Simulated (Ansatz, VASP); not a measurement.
**Two plane-wave programs on SiC**

Contents of INCAR:

```
SYSTEM = SiC
  PREC = Accurate
  ENCUT = 520
  EDIFF = 1E-8
  ISMEAR = -1
  SIGMA = 0.02
  LREAL = .False.
  LASPH = .True.
  NELM = 120
  ALGO = Normal
  ISIF = 2
  LWAVE = .False.
  LCHARG = .False.
  GGA = PE
  LEFG = .True.
  NBANDS = 11
  GGA_COMPAT = .False.
```

KPOINTS

```
Automatic mesh
0
Gamma
  11 11 11
  0 0 0
```

POSCAR

```
SiC
1.0
    0.0000000000      2.1790000000      2.1790000000
    2.1790000000      0.0000000000      2.1790000000
    2.1790000000      2.1790000000      0.0000000000
Si C
1 1
Direct
    0.0000000000      0.0000000000      0.0000000000
    0.2500000000      0.2500000000      0.2500000000
```

Input for Ansatz:

```yaml
crystal:
  lattice:
    - [0.0, 2.179, 2.179]
    - [2.179, 0.0, 2.179]
    - [2.179, 2.179, 0.0]
  atoms:
    - { symbol: Si, position: [0.0, 0.0, 0.0] }
    - { symbol: C, position: [0.25, 0.25, 0.25] }
kpoints:
  mp_grid: { grid: [11, 11, 11] }
scf:
  occupations: { method: fermi_dirac, width: 0.02 }
  eigensolver: { kind: davidson }
  n_extra_bands: 16
hamiltonian:
  xc: pbe
  pseudopotentials: { kind: paw, frozen_core: stored }
output:
  forces: true
  stress: true
  populations: true
  efg: {}
basis:
  precision: f64
```

Alike in both runs: task electric field gradients; functional PBE; k mesh 11 × 11 × 11; occupations fermi-dirac, width 0.02 eV; no spin polarisation.

|  | VASP | Ansatz |
| --- | --- | --- |
| version | VASP 6.6.1 | Ansatz 0.2.0 |
| potentials or method | VASP PAW PBE potentials, release 64 (Si, C) | plane-wave PAW, scalar-relativistic |
| plane-wave cutoff (eV) | 520 | 420 |
| valence electrons in the cell | 8 | 8 |

VASP gave:

- gap on the k mesh at the Fermi level (eV): 1.45
- pressure (GPa): 3.2

Which values does Ansatz return?

gap on the k mesh at the Fermi level (eV): 1.46; pressure (GPa): 3.3.
